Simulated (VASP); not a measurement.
Input of a VASP 6.6.1 run:

File INCAR:

```
SYSTEM = Ti3O
PREC = Accurate
ENCUT = 520
EDIFF = 1E-6
ISMEAR = 0
SIGMA = 0.15
LREAL = .False.
LASPH = .True.
NELM = 80
ALGO = Normal
ISIF = 2
LWAVE = .False.
LCHARG = .True.
GGA = PS
LELF = .True.
LVHAR = .True.
NBANDS = 52
```

KPOINTS

```
Automatic mesh
0
Gamma
  12 12 8
  0 0 0
```

Contents of POSCAR:

```
Ti3O
1.0
    5.6353626744      0.0000000000      0.0000000000
   -2.8176813372      4.8803672356      0.0000000000
    0.0000000000      0.0000000000      4.8458180485
Ti O
6 2
Direct
    0.0000000000      0.6708131061      0.7500000000
    0.0000000000      0.3291868939      0.2500000000
    0.6708131061      0.0000000000      0.7500000000
    0.6708131061      0.6708131061      0.2500000000
    0.3291868939      0.3291868939      0.7500000000
    0.3291868939      0.0000000000      0.2500000000
    0.0000000000      0.0000000000      0.5000000000
    0.0000000000      0.0000000000      0.0000000000
```

Potentials or basis: VASP PAW PBE potentials, release 64 (Ti_sv, O).

Run with:

```console
$ cat potpaw_PBE.64/Ti_sv/POTCAR potpaw_PBE.64/O/POTCAR > POTCAR
$ mpirun -np 1 vasp_std > vasp.out
```

What does it give for the pressure?

-22.4 GPa.

Predict the band gap on the k mesh.

zero (bands 42 and 43 overlap by 0.45 eV).

Stress tensor (GPa, compression positive):
```
-27.09   0.00   0.00
  0.00 -27.09   0.00
  0.00   0.00 -13.06
```

Caveat: the cell differs from its parent crystal (strain +0.1125 x Voigt [1, 1, 0, 0, 0, 0]); the cell stands under tension; the PAW data sets were made with another functional, which shifts forces and pressure a little.
